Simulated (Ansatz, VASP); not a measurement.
**Two plane-wave programs on HfO2**

```
Hf O
1.0
     4.83830    0.00000    0.00000
     0.00000    4.83830    0.00000
     0.00000    0.00000    3.21999
Hf O
2 4
Direct
  0.00000 0.00000 0.00000
  0.50000 0.50000 0.50000
  0.19495 0.80505 0.50000
  0.30505 0.30505 0.00000
  0.69495 0.69495 0.00000
  0.80505 0.19495 0.50000
```

Alike in both runs: task single point; functional r2SCAN; k mesh 6 × 6 × 8; no spin polarisation.

|  | VASP | Ansatz |
| --- | --- | --- |
| version | VASP 6.6.1 | Ansatz 0.2.0 |
| potentials or method | VASP PAW PBE potentials, release 64 (Hf_pv, O) | plane waves, PAW |
| plane-wave cutoff (eV) | 520 | 500 |
| occupations | gaussian, width 0.01 eV | fixed |
| valence electrons in the cell | 44 | 76 |

```csv
,VASP,Ansatz,Ansatz less VASP
gap on the k mesh at the Fermi level (eV),4.47,4.53,+0.061
pressure (GPa),-3.2,0.0,+3.20
"traceless stress, the component that is largest in VASP (GPa)",-0.54,0.01,+0.557
rms of the force components (eV/Å),0.026,0.002,-0.0243
```

VASP's potentials were made for PBE, not for r2SCAN. Atom by atom the forces differ by 0.024 eV/Å (rms over components). VASP's potentials hold 44 valence electrons a cell and Ansatz's 76, so a difference there can come from the potentials and not from the codes.

Spin-orbit coupling is off throughout.
